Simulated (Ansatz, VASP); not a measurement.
One calculation of Hf, two programs

```
CELL_PARAMETERS angstrom
4.01635 0.00000 0.00000
0.00000 4.01635 0.00000
0.00000 0.00000 4.01635
ATOMIC_POSITIONS crystal
Hf 0.00000 0.50000 0.50000
Hf 0.50000 0.00000 0.50000
Hf 0.50000 0.50000 0.00000
```

Alike in both runs: task relaxation of cell and atoms; functional PBE; k mesh 4 × 4 × 4; occupations gaussian, width 0.1 eV; no spin polarisation.

|  | VASP | Ansatz |
| --- | --- | --- |
| version | VASP 6.6.1 | Ansatz 0.2.0 |
| potentials or method | VASP PAW PBE potentials, release 64 (Hf_pv), cutoff 600 eV | scalar-relativistic, plane waves, PAW |
| valence electrons in the cell | 30 | 78 |

|  | VASP | Ansatz | Ansatz less VASP |
| --- | --- | --- | --- |
| gap on the k mesh at the Fermi level, each at its own relaxed structure (eV) | none | none | - |
| relaxed volume (Å³/atom) | 26.02 | 26.07 | +0.055 |
| relaxed length of the cell vector where the two differ most in proportion (Å) | 4.274 | 4.277 | +0.0030 |

A gap of «none» marks a metal or a gap that the smearing closes. VASP's potentials hold 30 valence electrons a cell and Ansatz's 78, so a difference there can come from the potentials and not from the codes.

The k mesh is coarse, so the values compare programs but aren't converged. Neither program's run includes spin-orbit coupling. Noted on VASP's run: the volume moved by over 15 % at a fixed basis, so the end points are rough.
